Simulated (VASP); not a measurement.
Set up this calculation in VASP 6.6.1, as the native input.

- Task: single point
- Functional: PBE
- Potentials or basis: VASP PAW PBE potentials, release 64 (Sb, In_d)
- Cutoff: 400 eV
- k mesh: 3 × 3 × 1
- Occupations: gaussian, width 0.1 eV
- Spin: no spin polarisation
- Dipole correction: yes
- Further INCAR settings: ALGO = Normal; EDIFF = 1e-06; NBANDS = 86; NELMDL = -8

The structure of InSb lies in POSCAR:

```
InSb
1.0
    9.3830948359      0.0000000000      0.0000000000
   -4.6915474179      8.1259984940      0.0000000000
    0.0000000000      0.0000000000     26.6773905325
Sb In
8 8
Direct
    0.5000000000      0.0000000000      0.2998794050
    0.5000000000      0.5000000000      0.2998794050
    0.0000000000      0.0000000000      0.2998794050
    0.0000000000      0.5000000000      0.2998794050
    0.6622359108      0.8250242407      0.4493506765
    0.6492386021      0.3245704045      0.4516039017
    0.1664499091      0.8302064350      0.4484921328
    0.1585838246      0.3248003346      0.4495033813
    0.1666666667      0.8333333333      0.3357771479
    0.1666666667      0.3333333333      0.3357771479
    0.6666666667      0.8333333333      0.3357771479
    0.6666666667      0.3333333333      0.3357771479
    0.3275623201      0.6584051790      0.4777782022
    0.3165292152      0.1557592230      0.4865185138
    0.8333745445      0.6606884590      0.4776654811
    0.8225507304      0.1607124435      0.4764142454
```

The input as run:

INCAR

```
  PREC = Accurate
  ENCUT = 400
  EDIFF = 1E-6
  ISMEAR = 0
  SIGMA = 0.1
  LREAL = False
  LASPH = True
  NELM = 120
  ALGO = Normal
  ISIF = 2
  LWAVE = False
  LCHARG = False
  LDIPOL = True
  IDIPOL = 3
  DIPOL = 0.5 0.5 0.391
  GGA = PE
  NBANDS = 86
  GGA_COMPAT = False
  NELMDL = -8
```

KPOINTS

```
regular mesh
0
Gamma
  3 3 1
```

Potentials or basis: VASP PAW PBE potentials, release 64 (Sb, In_d).

Run with:

```sh
$ cat potpaw_PBE.64/Sb/POTCAR potpaw_PBE.64/In_d/POTCAR > POTCAR
$ mpirun -np 1 vasp_std > vasp.out
```

It gave:

```
Largest force          : 0.292 eV/Å
Band gap on the k mesh : zero (filled and empty bands touch)
```

Caveat: spin-orbit coupling is left out, which moves the levels of the heavy elements.

It took 30 min on 1 thread of Intel(R) Xeon(R) Platinum 8488C (Sapphire Rapids) (shared host), peak memory 1.5 GiB.
